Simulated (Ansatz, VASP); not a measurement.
# Two plane-wave programs on InAs

File INCAR:

```
ALGO = Normal
EDIFF = 1E-6
ENCUT = 520
GGA = RE
ISIF = 2
ISMEAR = -1
LASPH = True
LCHARG = False
LREAL = False
LWAVE = False
NBANDS = 16
NELM = 60
PREC = Accurate
SIGMA = 0.05
```

Contents of KPOINTS:

```
k-points
0
Gamma
  8 8 8
```

File POSCAR:

```
InAs
1.0
    0.0000000000      3.0180000000      3.0180000000
    3.0180000000      0.0000000000      3.0180000000
    3.0180000000      3.0180000000      0.0000000000
In As
1 1
Direct
    0.0000000000      0.0000000000      0.0000000000
    0.7500000000      0.7500000000      0.7500000000
```

File input.yaml:

```yaml
crystal:
  lattice:
    - [0.0, 3.018, 3.018]
    - [3.018, 0.0, 3.018]
    - [3.018, 3.018, 0.0]
  atoms:
    - { symbol: In, position: [0.0, 0.0, 0.0] }
    - { symbol: As, position: [0.75, 0.75, 0.75] }
hamiltonian:
  xc: revpbe
  pseudopotentials: { kind: paw }
kpoints:
  mp_grid: { grid: [8, 8, 8] }
  band_path:
    path:
      - [[0.0, 0.0, 0.0], [0.5, 0.0, 0.5], [0.5, 0.25, 0.75], [0.375, 0.375, 0.75], [0.0, 0.0, 0.0], [0.5, 0.5, 0.5], [0.625, 0.25, 0.625], [0.5, 0.25, 0.75], [0.5, 0.5, 0.5], [0.375, 0.375, 0.75]]
      - [[0.625, 0.25, 0.625], [0.5, 0.0, 0.5]]
    npoints: 14
scf:
  occupations: { method: fermi_dirac, width: 0.05 }
  n_extra_bands: 6
output:
  forces: true
  stress: true
  eigenvalues: true
  fatbands: false
  write_density: true
  write_potential: true
  elf: true
  volumetric_format: npy
```

Alike in both runs: functional revPBE; k mesh 8 × 8 × 8; occupations fermi-dirac, width 0.05 eV; no spin polarisation.

```csv
,VASP,Ansatz
version,VASP 6.6.1,Ansatz 0.2.0
potentials or method,"VASP PAW PBE potentials, release 64 (In_d, As)",Ansatz PAW
plane-wave cutoff (eV),520,420
valence electrons in the cell,18,28
task,single point,band structure
```

```tsv
	VASP	Ansatz	Ansatz less VASP
gap on the k mesh at the Fermi level (eV)	none	none	-
pressure (GPa)	5.6	5.6	-0.07
```

VASP's potentials were made for PBE, not for revPBE. A gap of «none» marks a metal or a gap that the smearing closes. VASP's potentials hold 18 valence electrons a cell and Ansatz's 28, so a difference there can come from the potentials and not from the codes.
